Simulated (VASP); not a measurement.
# Ti3O2 (R-3c) in VASP: single point with r2SCAN

Aim: the single point of Ti3O2 with r2SCAN.

Program: VASP 6.6.1. These are calculated values, not measurements. Logs are shortened: lines on timing, memory, paths and dates and some standing lists are left out, and cuts for length are marked.

### 1 The cell of the first run

Symmetry: R-3c, No. 167, trigonal system. The conventional cell has a = 5.102 Å, b = 5.102 Å, c = 14.861 Å, α = 90.00°, β = 90.00°, γ = 120.00°. Ti (site symmetry 2) has 4 O at 2.07 to 2.13 Å within 2.7 Å. Within 2.7 Å of O (site symmetry 3) lie 6 Ti at 2.07 to 2.13 Å and 1 O at 2.60 Å.

### 2 Single point, r2SCAN

Contents of POSCAR:

```
Ti3O2
1.0
   -2.5510662879      4.4185764242      0.0000000000
   -5.1021325758      0.0000000000      0.0000000000
   -2.5510662879      1.4728588081      4.9537952125
Ti O
6 4
Direct
    0.7500000000      0.0808000600      0.7500000000
    0.0808000600      0.4191999400      0.7500000000
    0.4191999400      0.7500000000      0.7500000000
    0.5808000600      0.2500000000      0.2500000000
    0.9191999400      0.5808000600      0.2500000000
    0.2500000000      0.9191999400      0.2500000000
    0.1625390500      0.1625390500      0.5123828500
    0.3374609500      0.3374609500      0.9876171500
    0.6625390500      0.6625390500      0.0123828500
    0.8374609500      0.8374609500      0.4876171500
```

Contents of INCAR.step1:

```
ALGO = Normal
EDIFF = 1E-4
ENCUT = 520
GGA = PE
ISMEAR = 0
LASPH = True
LCHARG = False
LREAL = False
LWAVE = True
NBANDS = 59
NELM = 60
PREC = Accurate
SIGMA = 0.05
```

Contents of INCAR.step2:

```
ALGO = Normal
EDIFF = 1E-6
ENCUT = 520
ISIF = 2
ISMEAR = 0
ISTART = 1
LASPH = True
LCHARG = True
LELF = True
LMIXTAU = True
LREAL = False
LVHAR = True
LWAVE = False
METAGGA = R2SCAN
NBANDS = 59
NELM = 60
PREC = Accurate
SIGMA = 0.05
```

Contents of KPOINTS:

```
k-points
0
Gamma
  6 6 6
```

Potentials or basis: VASP PAW PBE potentials, release 64 (Ti_sv, O).

Launch:

```sh
cat potpaw_PBE.64/Ti_sv/POTCAR potpaw_PBE.64/O/POTCAR > POTCAR
cp INCAR.step1 INCAR
mpirun -np 1 vasp_std > vasp.out
cp INCAR.step2 INCAR
mpirun -np 1 vasp_std > vasp.out
```

OUTCAR:

```text
EDIFF = 1E-6
   ENCUT = 520
   ISIF = 2
   ISMEAR = 0
   ISTART = 1
   LASPH = True
   LREAL = False
   METAGGA = R2SCAN
   NELM = 60
   PREC = Accurate

 ion  position               nearest neighbor table
   1  0.750  0.081  0.750-   7 2.07   8 2.07   9 2.13  10 2.13
   2  0.081  0.419  0.750-   7 2.07   8 2.07   9 2.13  10 2.13
   3  0.419  0.750  0.750-   8 2.07   7 2.07  10 2.13   9 2.13
   4  0.581  0.250  0.250-   9 2.07  10 2.07   7 2.13   8 2.13
   5  0.919  0.581  0.250-  10 2.07   9 2.07   8 2.13   7 2.13
   6  0.250  0.919  0.250-   9 2.07  10 2.07   7 2.13   8 2.13
   7  0.163  0.163  0.512-   2 2.07   1 2.07   3 2.07   6 2.13   4 2.13   5 2.13
   8  0.337  0.337  0.988-   3 2.07   1 2.07   2 2.07   6 2.13   5 2.13   4 2.13
   9  0.663  0.663  0.012-   4 2.07   6 2.07   5 2.07   1 2.13   2 2.13   3 2.13
  10  0.837  0.837  0.488-   5 2.07   6 2.07   4 2.07   1 2.13   3 2.13   2 2.13

  LATTYP: Found a trigonal (rhomboedric) cell.
 ALAT       =     5.7634485580
 COS(alpha) =     0.6081601148

  Lattice vectors:

 A1 = (   0.0000000000,  -2.9457176161,   4.9537952125)
 A2 = (   2.5510662879,   1.4728588081,   4.9537952125)
 A3 = (  -2.5510662879,   1.4728588081,   4.9537952125)

Analysis of symmetry for initial positions (statically):
=====================================================================
 Subroutine PRICEL returns:
 Original cell was already a primitive cell.

 Routine SETGRP: Setting up the symmetry group for a
 trigonal (rhombohedral) supercell.

 Subroutine GETGRP returns: Found 12 space group operations
 (whereof  6 operations were pure point group operations)
 out of a pool of 12 trial point group operations.

The static configuration has the point symmetry S_6 .
 The point group associated with its full space group is D_3d.

Analysis of symmetry for dynamics (positions and initial velocities):
=====================================================================
 Subroutine PRICEL returns:
 Original cell was already a primitive cell.

 Routine SETGRP: Setting up the symmetry group for a
 trigonal (rhombohedral) supercell.

 Subroutine GETGRP returns: Found 12 space group operations
 (whereof  6 operations were pure point group operations)
 out of a pool of 12 trial point group operations.

The dynamic configuration has the point symmetry S_6 .
 The point group associated with its full space group is D_3d.

 Subroutine INISYM returns: Found 12 space group operations
 (whereof  6 operations are pure point group operations),
 and found     1 'primitive' translations

----------------------------------------------------------------------------------------

                                     Primitive cell

  volume of cell :     111.6792

  direct lattice vectors                    reciprocal lattice vectors
    -2.551066288  4.418576424  0.000000000     0.000000000  0.226317235 -0.067288477
    -5.102132576  0.000000000  0.000000000    -0.195996475 -0.113158618 -0.067288477
    -2.551066288  1.472858808  4.953795213     0.000000000  0.000000000  0.201865430

  length of vectors
     5.102132576  5.102132576  5.763448558     0.236108513  0.236108513  0.201865430

  position of ions in fractional coordinates (direct lattice)
     0.750000000  0.080800060  0.750000000
     0.080800060  0.419199940  0.750000000
     0.419199940  0.750000000  0.750000000
     0.580800060  0.250000000  0.250000000
     0.919199940  0.580800060  0.250000000
     0.250000000  0.919199940  0.250000000
     0.162539050  0.162539050  0.512382850
     0.337460950  0.337460950  0.987617150
     0.662539050  0.662539050  0.012382850
     0.837460950  0.837460950  0.487617150

  ion indices of the primitive-cell ions
   primitive index   ion index
                 1           1
                 2           2
                 3           3
                 4           4
                 5           5
                 6           6
                 7           7
                 8           8
                 9           9
                10          10

----------------------------------------------------------------------------------------

 KPOINTS: k-points

Automatic generation of k-mesh.
 Grid dimensions read from file:
 generate k-points for:    6    6    6

 Generating k-lattice:

  Cartesian coordinates                     Fractional coordinates (reciprocal lattice)
     0.000000000  0.037719539 -0.011214746     0.166666667  0.000000000 -0.000000000
    -0.032666079 -0.018859770 -0.011214746     0.000000000  0.166666667  0.000000000
     0.000000000  0.000000000  0.033644238     0.000000000  0.000000000  0.166666667

  Length of vectors
     0.039351419  0.039351419  0.033644238

  Shift w.r.t. Gamma in fractional coordinates (k-lattice)
     0.000000000  0.000000000  0.000000000

 Subroutine IBZKPT returns following result:
 ===========================================

 Found     32 irreducible k-points:

 Following reciprocal coordinates:
            Coordinates               Weight
  0.000000  0.000000  0.000000      1.000000
  0.166667  0.000000  0.000000      6.000000
  0.333333  0.000000  0.000000      6.000000
  0.500000  0.000000 -0.000000      3.000000
  0.166667  0.166667  0.000000      6.000000
  0.333333  0.166667  0.000000     12.000000
[... 16 lines left out ...]
 -0.166667  0.500000  0.166667     12.000000
 -0.333333 -0.333333  0.166667      6.000000
 [... further k-points ...]
   k-points           NKPTS =     32   k-points in BZ     NKDIM =     32   number of bands    NBANDS=     59
   number of dos      NEDOS =    301   number of ions     NIONS =     10
   total plane-waves  NPLWV =  76800
   dimension x,y,z NGX =    40 NGY =   40 NGZ =   48
   dimension x,y,z NGXF=    80 NGYF=   80 NGZF=   96
   ions per type =               6   4
   NGX,Y,Z   is equivalent  to a cutoff of  13.03, 13.03, 13.85 a.u.
   NGXF,Y,Z  is equivalent  to a cutoff of  26.07, 26.07, 27.69 a.u.
 SYSTEM =  unknown system
   PREC   = accura    normal or accurate (medium, high low for compatibility)
   ISTART =      1    job   : 0-new  1-cont  2-samecut
   ICHARG =      0    charge: 1-file 2-atom 10-const
   ISPIN  =      1    spin polarized calculation?
   LNONCOLLINEAR =      F non collinear calculations
   LSORBIT =      F    spin-orbit coupling
   LASPH  =      T    aspherical Exc in radial PAW
   ENCUT  =  520.0 eV  38.22 Ry    6.18 a.u.   9.49  9.49 10.72*2*pi/ulx,y,z
   NELM   =     60;   NELMIN=  2; NELMDL=  0     # of ELM steps
   EDIFF  = 0.1E-05   stopping-criterion for ELM
   LREAL  =      F    real-space projection
   EDIFFG = 0.1E-04   stopping-criterion for IOM
   NSW    =      0    number of steps for IOM
   IBRION =     -1    ionic relax: 0-MD 1-quasi-New 2-CG
   NFREE  =      0    steps in history (QN), initial steepest desc. (CG)
   ISIF   =      2    stress and relaxation
   ISYM   =      2    0-nonsym 1-usesym 2-fastsym
   POTIM  = 0.5000    time-step for ionic-motion
   TEBEG  =    0.0;   TEEND  =   0.0 temperature during run
   PSTRESS=    0.0 pullay stress
   NELECT =      96.0000    total number of electrons
   NUPDOWN=      -1.0000    fix difference up-down
   EMIN   =  10.00;   EMAX   =-10.00  energy-range for DOS
   EFERMI =   0.00;   METHOD = LEGACY
   ISMEAR =     0;   SIGMA  =   0.05  broadening in eV -4-tet -1-fermi 0-gaus
   EFERMI_NEDOS =   21; number of points for ismear=-14 and -15
   IALGO  =     38    algorithm
   IMIX   =      4    mixing-type and parameters
     AMIX     =   0.40;   BMIX     =  1.00
     AMIX_MAG =   1.60;   BMIX_MAG =  1.00
  volume/ion in A,a.u.               =      11.17        75.36
  Fermi-wavevector in a.u.,A,eV,Ry     =   1.556591  2.941531 32.966585  2.422976
  Thomas-Fermi vector in A             =   2.660365
   LORBIT       =      0    0 simple, 1 ext, 2 COOP (PROOUT), +10 PAW based schemes
   METAGGA = R2SCAN    functional components
   LHFCALC =     F    Hartree Fock is set to
   AEXX    =    0.0000 exact exchange contribution
   IVDW    =     0    specifies the selected vdW correction
   LEPSILON=     F    determine dielectric tensor
   LRPA    =     F    only Hartree local field effects (RPA)
 non-spin polarized calculation
 Gauss-broadening in eV      SIGMA  =   0.05
  energy-cutoff  :      520.00
  volume of cell :      111.68
 maximum number of plane-waves:      3031
 NGX is ok and might be reduce to    40
   NGX = 19   NGY = 19   NGZ = 21

 number of electron      96.0000008 magnetization

 Free energy of the ion-electron system (eV)
  ---------------------------------------------------
  ext. energy  EPLUGINS =         0.00000000
  ---------------------------------------------------
  free energy    TOTEN  =      -124.27399363 eV

  energy without entropy =     -124.27182849  energy(sigma->0) =     -124.27291106

 E-fermi :  10.4789     XC(G=0): -13.3482

 val. band max:       10.4343636431   @ k =   0.3333   0.1667   0.0000
 cond. band min:      10.4881244576   @ k =   0.3333   0.3333   0.0000
 fundamental gap:      0.0537608145
 Fermi energy:        10.4788760625

 k-point     1 :       0.0000    0.0000    0.0000
  band No.  band energies     occupation
      1     -49.2754      2.00000
      2     -49.1784      2.00000
      3     -49.1390      2.00000
      4     -49.1390      2.00000
      5     -49.1358      2.00000
      6     -49.1358      2.00000
[... 51 lines left out ...]
     58      12.6902      0.00000
     59      12.7514      0.00000

 k-point     2 :       0.1667    0.0000    0.0000
  band No.  band energies     occupation
      1     -49.2657      2.00000
      2     -49.1742      2.00000
      3     -49.1485      2.00000
      4     -49.1432      2.00000
      5     -49.1372      2.00000
      6     -49.1349      2.00000
[... 51 lines left out ...]
     58      12.8306      0.00000
     59      12.9669      0.00000

 k-point     3 :       0.3333    0.0000    0.0000
  band No.  band energies     occupation
      1     -49.2397      2.00000
      2     -49.1725      2.00000
      3     -49.1627      2.00000
      4     -49.1475      2.00000
      5     -49.1427      2.00000
      6     -49.1392      2.00000
[... 1238 lines left out ...]
      5     -49.1400      2.00000
      6     -49.1385      2.00000
[... 51 lines left out ...]
     58      12.9268      0.00000
     59      12.9575      0.00000

 k-point    24 :      -0.3333   -0.3333    0.1667
  band No.  band energies     occupation
      1     -49.2156      2.00000
      2     -49.1876      2.00000
      3     -49.1691      2.00000
      4     -49.1582      2.00000
      5     -49.1420      2.00000
      6     -49.1319      2.00000
[... 51 lines left out ...]
     58      12.6948      0.00000
     59      12.8641      0.00000

 [... further k-points ...]
[... 5 lines left out ...]
  --------------------------------------------------------------------------------------
  -------------------------------------------------------------------------------------
  Total        0.1113870      0.1113870      0.1819442      0.0000000      0.0000000      0.0000000
  in kB        1.5979859      1.5979859      2.6102165      0.0000000      0.0000000      0.0000000
  external PRESSURE =       1.9353961 kB  Pullay stress =       0.0000000 kB

 VOLUME and BASIS-vectors are now :
 -----------------------------------------------------------------------------
  energy-cutoff  :      520.00
  volume of cell :      111.68
      direct lattice vectors                 reciprocal lattice vectors
    -2.551066288  4.418576424  0.000000000     0.000000000  0.226317235 -0.067288477
    -5.102132576  0.000000000  0.000000000    -0.195996475 -0.113158618 -0.067288477
    -2.551066288  1.472858808  4.953795213     0.000000000  0.000000000  0.201865430

 POSITION                                       TOTAL-FORCE (eV/Angst)
 -----------------------------------------------------------------------------------
     -4.23885      4.41858      3.71535        -0.004140     -0.000000      0.000000
     -4.25824      1.46167      3.71535         0.002070      0.003585      0.000000
     -6.80931      2.95691      3.71535         0.002070     -0.003585      0.000000
     -3.39496      2.93452      1.23845        -0.002070      0.003585      0.000000
     -5.94603      4.42977      1.23845        -0.002070     -0.003585      0.000000
     -5.96541      1.47286      1.23845         0.004140      0.000000      0.000000
     -2.55107      1.47286      2.53824         0.000000     -0.000000     -0.021528
     -5.10213      2.94572      4.89245        -0.000000      0.000000      0.021528
     -5.10213      2.94572      0.06134         0.000000     -0.000000     -0.021528
     -7.65320      4.41858      2.41556        -0.000000      0.000000      0.021528
 -----------------------------------------------------------------------------------
    total drift:                                0.000000     -0.000000     -0.000000

  FREE ENERGIE OF THE ION-ELECTRON SYSTEM (eV)
  ---------------------------------------------------
  free  energy   TOTEN  =      -124.2739936338 eV

  energy  without entropy=     -124.2718284894  energy(sigma->0) =     -124.27291106
```

Wall time 22 min (1 thread of Intel Xeon Platinum 8259CL at 2.50GHz (Skylake/Cascade Lake), shared host); peak memory 0.38 GiB.

Results:

| Item | Value |
| --- | --- |
| Free energy | -124.2740 eV |
| Pressure | 0.2 GPa |
| Largest force | 0.022 eV/Å |
| Band gap on the k mesh | zero (band 48 reaches 10.74 eV, above the bottom of band 49 at 10.35 eV) |

Forces on the atoms (eV/Å):
```
Ti  -0.004  0.000  0.000
Ti   0.002  0.004  0.000
Ti   0.002 -0.004  0.000
Ti  -0.002  0.004  0.000
Ti  -0.002 -0.004  0.000
Ti   0.004  0.000  0.000
O    0.000  0.000 -0.022
O    0.000  0.000  0.022
O    0.000  0.000 -0.022
O    0.000  0.000  0.022
```

Stress tensor (GPa, compression positive):
```
0.16 0.00 0.00
0.00 0.16 0.00
0.00 0.00 0.26
```

Caveat: the PAW data sets were made with another functional, which shifts forces and pressure a little.
